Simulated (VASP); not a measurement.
# BeZn3Se4 (Pmm2) in VASP: relaxation of cell and atoms with PBE

Aim: the relaxation of cell and atoms of BeZn3Se4 with PBE.

All numbers are computed with VASP 6.6.1; they aren't measurements. Logs are shortened: lines on timing, memory, paths and dates and some standing lists are left out, and cuts for length are marked.

### Step 1. The cell of the first run

It takes space group Pmm2 (No. 25, orthorhombic). The conventional cell has a = 3.945 Å, b = 7.905 Å, c = 5.609 Å, α = 90.00°, β = 90.00°, γ = 90.00°. Be (site symmetry mm2) has 4 Se at 2.25 to 2.32 Å within 3.0 Å. Zn (site symmetry m) has 4 Se at 2.46 to 2.47 Å within 3.3 Å. Zn (site symmetry mm2) has 4 Se at 2.46 to 2.49 Å within 3.2 Å. Se (site symmetry m) has 1 Be at 2.25 Å and 3 Zn at 2.47 to 2.49 Å within 3.0 Å. Se (site symmetry mm2) has 2 Be at 2.32 Å and 2 Zn at 2.47 Å within 3.1 Å. Within 3.2 Å of Se (site symmetry mm2) lie 4 Zn at 2.46 Å.

### Step 2. Relaxation of cell and atoms, PBE

The input, INCAR:

```
SYSTEM = BeZn3Se4
ALGO     = Normal         ! electronic algorithm
EDIFF    = 1E-6           ! SCF threshold, eV
EDIFFG   = -0.01          ! ionic threshold
ENCUT    = 600            ! plane-wave cutoff, eV
GGA      = PE             ! functional
IBRION   = 2              ! ionic algorithm
ISIF     = 3              ! what is computed and relaxed
ISMEAR   = 0              ! smearing method
LASPH    = .TRUE.         ! aspherical terms in the spheres
LCHARG   = .FALSE.        ! write CHGCAR
LREAL    = .FALSE.        ! projectors in reciprocal space
LWAVE    = .FALSE.        ! write WAVECAR
NELM     = 60             ! most SCF steps
NSW      = 100            ! ionic steps
PREC     = Accurate       ! precision mode
SIGMA    = 0.02           ! smearing width, eV
```

The input, KPOINTS:

```
k-points
0
G
  8 4 6
  0 0 0
```

The input, POSCAR:

```
BeZn3Se4
1.0
    3.9447850000      0.0000000000      0.0000000000
    0.0000000000      7.9054789000      0.0000000000
    0.0000000000      0.0000000000      5.6089789000
Be Zn Se
1 3 4
Direct
    0.5000000000      0.0000000000      0.5047950000
    0.0000000000      0.7624020000      0.0003780000
    0.0000000000      0.2375980000      0.0003780000
    0.5000000000      0.5000000000      0.4982920000
    0.5000000000      0.7667240000      0.7358410000
    0.0000000000      0.0000000000      0.2872140000
    0.5000000000      0.2332760000      0.7358410000
    0.0000000000      0.5000000000      0.2372610000
```

Potentials or basis: VASP PAW PBE potentials, release 64 (Be, Zn, Se).

On the command line:

```console
$ cat potpaw_PBE.64/Be/POTCAR potpaw_PBE.64/Zn/POTCAR potpaw_PBE.64/Se/POTCAR > POTCAR
$ mpirun -np 1 vasp_std > vasp.out
```

OUTCAR:

```text
SYSTEM = BeZn3Se4
   EDIFF = 1E-6
   EDIFFG = -0.01
   ENCUT = 600
   GGA = PE
   IBRION = 2
   ISIF = 3
   ISMEAR = 0
   LASPH = .TRUE.
   LREAL = .FALSE.
   NELM = 60
   NSW = 100
   PREC = Accurate

 ion  position               nearest neighbor table
   1  0.500  0.000  0.505-   7 2.25   5 2.25   6 2.32   6 2.32
   2  0.000  0.762  0.000-   8 2.46   5 2.47   5 2.47   6 2.47
   3  0.000  0.238  0.000-   8 2.46   7 2.47   7 2.47   6 2.47
   4  0.500  0.500  0.498-   8 2.46   8 2.46   5 2.49   7 2.49
   5  0.500  0.767  0.736-   1 2.25   2 2.47   2 2.47   4 2.49
   6  0.000  0.000  0.287-   1 2.32   1 2.32   3 2.47   2 2.47
   7  0.500  0.233  0.736-   1 2.25   3 2.47   3 2.47   4 2.49
   8  0.000  0.500  0.237-   4 2.46   4 2.46   2 2.46   3 2.46

  LATTYP: Found a simple orthorhombic cell.
 ALAT       =     3.9447850000
 B/A-ratio  =     1.4218718891
 C/A-ratio  =     2.0040328941

  Lattice vectors:

 A1 = (  -3.9447850000,   0.0000000000,   0.0000000000)
 A2 = (   0.0000000000,   0.0000000000,   5.6089789000)
 A3 = (   0.0000000000,   7.9054789000,   0.0000000000)

Analysis of symmetry for initial positions (statically):
=====================================================================
 Subroutine PRICEL returns:
 Original cell was already a primitive cell.

 Routine SETGRP: Setting up the symmetry group for a
 simple orthorhombic supercell.

 Subroutine GETGRP returns: Found  4 space group operations
 (whereof  4 operations were pure point group operations)
 out of a pool of  8 trial point group operations.

The static configuration has the point symmetry C_2v.

Analysis of symmetry for dynamics (positions and initial velocities):
=====================================================================
 Subroutine PRICEL returns:
 Original cell was already a primitive cell.

 Routine SETGRP: Setting up the symmetry group for a
 simple orthorhombic supercell.

 Subroutine GETGRP returns: Found  4 space group operations
 (whereof  4 operations were pure point group operations)
 out of a pool of  8 trial point group operations.

The dynamic configuration has the point symmetry C_2v.

 Subroutine INISYM returns: Found  4 space group operations
 (whereof  4 operations are pure point group operations),
 and found     1 'primitive' translations

----------------------------------------------------------------------------------------

                                     Primitive cell

  volume of cell :     174.9183

  direct lattice vectors                    reciprocal lattice vectors
     3.944785000  0.000000000  0.000000000     0.253499240  0.000000000  0.000000000
     0.000000000  7.905478900  0.000000000     0.000000000  0.126494551  0.000000000
     0.000000000  0.000000000  5.608978900     0.000000000  0.000000000  0.178285570

  length of vectors
     3.944785000  7.905478900  5.608978900     0.253499240  0.126494551  0.178285570

  position of ions in fractional coordinates (direct lattice)
     0.500000000  0.000000000  0.504795000
     0.000000000  0.762402000  0.000378000
     0.000000000  0.237598000  0.000378000
     0.500000000  0.500000000  0.498292000
     0.500000000  0.766724000  0.735841000
     0.000000000  0.000000000  0.287214000
     0.500000000  0.233276000  0.735841000
     0.000000000  0.500000000  0.237261000

  ion indices of the primitive-cell ions
   primitive index   ion index
                 1           1
                 2           2
                 3           3
                 4           4
                 5           5
                 6           6
                 7           7
[... 89 lines left out ...]
   EFERMI_NEDOS =   21; number of points for ismear=-14 and -15
   IALGO  =     38    algorithm
   IMIX   =      4    mixing-type and parameters
     AMIX     =   0.40;   BMIX     =  1.00
     AMIX_MAG =   1.60;   BMIX_MAG =  1.00
  volume/ion in A,a.u.               =      21.86       147.55
  Fermi-wavevector in a.u.,A,eV,Ry     =   1.158582  2.189403 18.263282  1.342313
  Thomas-Fermi vector in A             =   2.295183
   LORBIT       =      0    0 simple, 1 ext, 2 COOP (PROOUT), +10 PAW based schemes
   GGA     = PE    functional components
   LHFCALC =     F    Hartree Fock is set to
   AEXX    =    0.0000 exact exchange contribution
   IVDW    =     0    specifies the selected vdW correction
   LEPSILON=     F    determine dielectric tensor
   LRPA    =     F    only Hartree local field effects (RPA)
 conjugate gradient relaxation of ions
 non-spin polarized calculation
 Gauss-broadening in eV      SIGMA  =   0.02
  energy-cutoff  :      600.00
  volume of cell :      174.92
 maximum number of plane-waves:      5882
 NGX is ok and might be reduce to    32
   NGX = 15   NGY = 31   NGZ = 23

--------------------------------------- Ionic step        1  -------------------------------------------

 number of electron      62.0000018 magnetization

 Free energy of the ion-electron system (eV)
  ---------------------------------------------------
  ext. energy  EPLUGINS =         0.00000000
  ---------------------------------------------------
  free energy    TOTEN  =       -26.81245816 eV

  energy without entropy =      -26.81245816  energy(sigma->0) =      -26.81245816

------------------------ aborting loop because EDIFF is reached ----------------------------------------

  FORCE on cell =-STRESS in cart. coord.  units (eV):
  Direction    XX          YY          ZZ          XY          YZ          ZX
  --------------------------------------------------------------------------------------
  -------------------------------------------------------------------------------------
  Total        0.2187077      0.2005539      0.2114827      0.0000000      0.0000000      0.0000000
  in kB        2.0032693      1.8369881      1.9370909      0.0000000      0.0000000      0.0000000
  external PRESSURE =       1.9257828 kB  Pullay stress =       0.0000000 kB

 VOLUME and BASIS-vectors are now :
 -----------------------------------------------------------------------------
  energy-cutoff  :      600.00
  volume of cell :      174.92
      direct lattice vectors                 reciprocal lattice vectors
     3.944785000  0.000000000  0.000000000     0.253499240  0.000000000  0.000000000
     0.000000000  7.905478900  0.000000000     0.000000000  0.126494551  0.000000000
     0.000000000  0.000000000  5.608978900     0.000000000  0.000000000  0.178285570

 POSITION                                       TOTAL-FORCE (eV/Angst)
 -----------------------------------------------------------------------------------
      1.97239      0.00000      2.83138         0.000000      0.000000      0.000517
      0.00000      6.02715      0.00212        -0.000000      0.005079      0.003040
      0.00000      1.87833      0.00212        -0.000000     -0.005079      0.003040
      1.97239      3.95274      2.79491         0.000000      0.000000      0.004370
      1.97239      6.06132      4.12732         0.000000      0.007246     -0.010885
      0.00000      0.00000      1.61098         0.000000      0.000000      0.008686
      1.97239      1.84416      4.12732         0.000000     -0.007246     -0.010885
      0.00000      3.95274      1.33079         0.000000      0.000000      0.002118
 -----------------------------------------------------------------------------------
    total drift:                                0.000000      0.000000      0.000836

  FREE ENERGIE OF THE ION-ELECTRON SYSTEM (eV)
  ---------------------------------------------------
  free  energy   TOTEN  =       -26.8124581593 eV

  energy  without entropy=      -26.8124581593  energy(sigma->0) =      -26.81245816

--------------------------------------- Ionic step        2  -------------------------------------------

 number of electron      62.0000021 magnetization

 Free energy of the ion-electron system (eV)
  ---------------------------------------------------
  ext. energy  EPLUGINS =         0.00000000
  ---------------------------------------------------
  free energy    TOTEN  =       -26.81275557 eV

  energy without entropy =      -26.81275557  energy(sigma->0) =      -26.81275557

 E-fermi :   1.8919     XC(G=0):  -9.2302

 val. band max:        1.7826230231   @ k =   0.0000   0.0000   0.0000
 cond. band min:       3.4178731614   @ k =   0.0000   0.0000   0.0000
 fundamental gap:      1.6352501384
 Fermi energy:         1.8919138846

 k-point     1 :       0.0000    0.0000    0.0000
  band No.  band energies     occupation
      1     -11.4679      2.00000
      2     -10.6303      2.00000
      3     -10.6262      2.00000
      4     -10.2959      2.00000
      5      -4.6758      2.00000
      6      -4.6707      2.00000
[... 949 lines left out ...]
     36       6.2918      0.00000
     37       7.0010      0.00000

 [... further k-points ...]

------------------------ aborting loop because EDIFF is reached ----------------------------------------

  FORCE on cell =-STRESS in cart. coord.  units (eV):
  Direction    XX          YY          ZZ          XY          YZ          ZX
  --------------------------------------------------------------------------------------
  -------------------------------------------------------------------------------------
  Total       -0.0380705     -0.0354813     -0.0400945      0.0000000      0.0000000      0.0000000
  in kB       -0.3473861     -0.3237606     -0.3658554      0.0000000      0.0000000      0.0000000
  external PRESSURE =      -0.3456674 kB  Pullay stress =       0.0000000 kB

 VOLUME and BASIS-vectors are now :
 -----------------------------------------------------------------------------
  energy-cutoff  :      600.00
  volume of cell :      175.58
      direct lattice vectors                 reciprocal lattice vectors
     3.949987698  0.000000000  0.000000000     0.253165345  0.000000000  0.000000000
     0.000000000  7.915039838  0.000000000     0.000000000  0.126341752  0.000000000
     0.000000000  0.000000000  5.616132090     0.000000000  0.000000000  0.178058490

 POSITION                                       TOTAL-FORCE (eV/Angst)
 -----------------------------------------------------------------------------------
      1.97499      0.00000      2.83502        -0.000000      0.000000      0.003157
      3.94999      6.03469      0.00227         0.000000      0.003912      0.000611
      3.94999      1.88035      0.00227         0.000000     -0.003912      0.000611
      1.97499      3.95752      2.79868        -0.000000      0.000000     -0.001792
      1.97499      6.06900      4.13205        -0.000000      0.004875     -0.003159
      0.00000      0.00000      1.61345        -0.000000      0.000000     -0.000118
      1.97499      1.84604      4.13205        -0.000000     -0.004875     -0.003159
      0.00000      3.95752      1.33259        -0.000000      0.000000      0.003849
 -----------------------------------------------------------------------------------
    total drift:                                0.000000      0.000000      0.001335

  FREE ENERGIE OF THE ION-ELECTRON SYSTEM (eV)
  ---------------------------------------------------
  free  energy   TOTEN  =       -26.8127555721 eV

  energy  without entropy=      -26.8127555721  energy(sigma->0) =      -26.81275557

 reached required accuracy - stopping structural energy minimisation
```

Run time: 22 min. Hardware: 1 thread of Oxide Virtual Turin-like, shared host; peak memory 0.56 GiB.

Results:

| Quantity | Value |
| --- | --- |
| Free energy | -26.8128 eV |
| Relaxed volume | 21.95 Å³/atom |
| Relaxed cell | a = 3.950 Å, b = 7.915 Å, c = 5.616 Å, α = 90.00°, β = 90.00°, γ = 90.00° |
| Space group after relaxing (to 0.1 Å) | Pmm2 (No. 25) |
| Energy gained by relaxing | 0.0 meV/atom |
| Ionic steps | 2 |
| Pressure after relaxing | 0.0 GPa |
| Largest force after relaxing | 0.006 eV/Å |
| Band gap on the k mesh | 1.64 eV |

Forces on the atoms (eV/Å):
```
Be   0.000  0.000  0.003
Zn   0.000  0.004  0.001
Zn   0.000 -0.004  0.001
Zn   0.000  0.000 -0.002
Se   0.000  0.005 -0.003
Se   0.000  0.000  0.000
Se   0.000 -0.005 -0.003
Se   0.000  0.000  0.004
```

Step by step:
| step | energy change (eV) | largest force (eV/Å) | pressure (GPa) | volume (Å³) |
| --- | --- | --- | --- | --- |
| 1 | 0.0000 | 0.0131 | 0.19 | 174.92 |
| 2 | -0.0003 | 0.0058 | -0.03 | 175.58 |

Final structure:
```
Be Zn Se
1.0
     3.94999    0.00000    0.00000
     0.00000    7.91504    0.00000
     0.00000    0.00000    5.61613
Be Zn Se
1 3 4
Direct
  0.50000 0.00000 0.50480
  0.00000 0.76243 0.00040
  0.00000 0.23757 0.00040
  0.50000 0.50000 0.49833
  0.50000 0.76677 0.73575
  0.00000 0.00000 0.28729
  0.50000 0.23323 0.73575
  0.00000 0.50000 0.23728
```
